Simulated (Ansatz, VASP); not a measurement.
TiCo2: VASP beside Ansatz

```
Ti Co
1.0
     0.00000    3.35200    3.35200
     3.35200    0.00000    3.35200
     3.35200    3.35200    0.00000
Ti Co
2 4
Direct
  0.50000 0.50000 0.50000
  0.75000 0.75000 0.75000
  0.12500 0.12500 0.12500
  0.62500 0.12500 0.12500
  0.12500 0.12500 0.62500
  0.12500 0.62500 0.12500
```

Alike in both runs: task single point; functional PBEsol; k mesh 2 × 2 × 2; occupations gaussian, width 0.1 eV; collinear spin.

```csv
,VASP,Ansatz
version,VASP 6.6.1,Ansatz 0.2.0
potentials or method,"VASP PAW PBE potentials, release 64 (Ti_sv, Co), cutoff 520 eV","scalar-relativistic, plane waves, PAW"
valence electrons in the cell,60,92
```

|  | VASP | Ansatz | Ansatz less VASP |
| --- | --- | --- | --- |
| gap on the k mesh at the Fermi level (eV) | none | none | - |
| pressure (GPa) | -13.7 | -13.3 | +0.40 |
| net moment per atom (μB) | 0.14 | 0.16 | +0.020 |
| size of the moment on the site where the two differ most (μB) | 0.10 | 0.13 | +0.028 |

VASP's potentials were made for PBE, not for PBEsol. Site moments also hang on the region over which each program counts them. A gap of «none» marks a metal or a gap that the smearing closes. VASP's potentials hold 60 valence electrons a cell and Ansatz's 92, so a difference there can come from the potentials and not from the codes. Ansatz's warnings: seeded moment not kept.

The k mesh is coarse, so the values compare programs but aren't converged.
